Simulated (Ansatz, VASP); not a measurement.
## One calculation of AlN, two programs

Contents of INCAR:

```
SYSTEM = AlN
ALGO = Normal
EDIFF = 1E-7
ENCUT = 520
GGA = PS
ISIF = 2
ISMEAR = 0
LASPH = .TRUE.
LCHARG = .TRUE.
LELF = .TRUE.
LREAL = .FALSE.
LVHAR = .TRUE.
LWAVE = .FALSE.
NBANDS = 11
NELM = 80
PREC = Accurate
SIGMA = 0.05
```

File KPOINTS:

```
k-points
0
G
  10 10 10
  0 0 0
```

The input POSCAR:

```
AlN
1.0
    0.0000000000      2.0345180000      2.0955535400
    2.0345180000      0.0000000000      2.0955535400
    2.0345180000      2.0345180000      0.0000000000
Al N
1 1
Direct
    0.5000000000      0.5000000000      0.5000000000
    0.0000000000      0.0000000000      0.0000000000
```

Input for Ansatz:

```yaml
crystal:
  lattice:
    - [0.0, 2.034518, 2.09555354]
    - [2.034518, 0.0, 2.09555354]
    - [2.034518, 2.034518, 0.0]
  atoms:
    - { symbol: Al, position: [0.5, 0.5, 0.5] }
    - { symbol: "N", position: [0.0, 0.0, 0.0] }
basis:
  ecutwfc: 420
kpoints:
  mp_grid: { grid: [10, 10, 10] }
hamiltonian:
  xc: pbesol
scf:
  occupations: { method: gaussian, width: 0.05 }
output:
  forces: true
  stress: true
  eigenvalues: true
  write_density: true
  write_potential: true
  elf: true
  volumetric_format: npy
```

Change from the starting cell: strain +0.0300 x Voigt [0, 0, 1, 0, 0, 0], atoms carried along.

Alike in both runs: task single point; functional PBEsol; k mesh 10 × 10 × 10; occupations gaussian, width 0.05 eV; no spin polarisation.

|  | VASP | Ansatz |
| --- | --- | --- |
| version | VASP 6.6.1 | Ansatz 0.2.0 |
| potentials or method | VASP PAW PBE potentials, release 64 (Al, N), cutoff 520 eV | scalar-relativistic, plane waves, PAW |
| valence electrons in the cell | 8 | 8 |

Ansatz gave:

| Quantity | Value |
| --- | --- |
| gap on the k mesh at the Fermi level (eV) | 3.89 |
| least direct gap on the mesh (eV) | 4.82 |
| pressure (GPa) | -10.9 |
| traceless stress, the component that is largest in VASP (GPa) | -3.93 |

**Question.** Estimate VASP's values.

**Answer.** gap on the k mesh at the Fermi level (eV): 3.89; least direct gap on the mesh (eV): 4.84; pressure (GPa): -11.0; traceless stress, the component that is largest in VASP (GPa): -3.94.

VASP's potentials were made for PBE, not for PBEsol. With one functional, cell and mesh, what is left measures potentials, basis and numerics.
